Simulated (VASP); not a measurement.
A run of VASP 6.6.1:

Contents of INCAR:

```
SYSTEM = Sb
PREC = Accurate
ENCUT = 400
EDIFF = 1E-6
ISMEAR = 0
SIGMA = 0.01
LREAL = .FALSE.
LASPH = .TRUE.
NELM = 120
ALGO = Normal
ISIF = 2
LWAVE = .FALSE.
LCHARG = .FALSE.
LDIPOL = .TRUE.
IDIPOL = 3
DIPOL = 0.5 0.5 0.327
GGA = PE
NBANDS = 38
GGA_COMPAT = .FALSE.
NELMDL = -8
```

KPOINTS

```
regular mesh
0
G
  6 6 1
  0 0 0
```

The input POSCAR:

```
Sb
1.0
    5.1294083752      0.0000000000      0.0000000000
    0.0000000000      4.2400767676      0.0000000000
    0.0000000000      0.0000000000     29.0216962420
Sb
4
Direct
    0.0594214760      0.0000000000      0.3752153082
    0.4405785240      0.5000000000      0.3752153082
    0.5594214760      0.5000000000      0.2794673073
    0.9405785240      0.0000000000      0.2794673073
```

Potentials or basis: VASP PAW PBE potentials, release 64 (Sb_d_GW).

The run is started by

```bash
$ cat potpaw_PBE.64/Sb_d_GW/POTCAR > POTCAR
$ mpirun -np 1 vasp_std > vasp.out
```

Hardware: 1 thread of Intel(R) Xeon(R) 6975P-C (Granite Rapids), on a shared host.

Task: How long does it take, and how much memory?

Result: Run time: 5.6 min on 1 thread of Intel(R) Xeon(R) 6975P-C (Granite Rapids), with other jobs on the host, peak memory 0.57 GiB. Counts: scf iterations 25, k points 16.
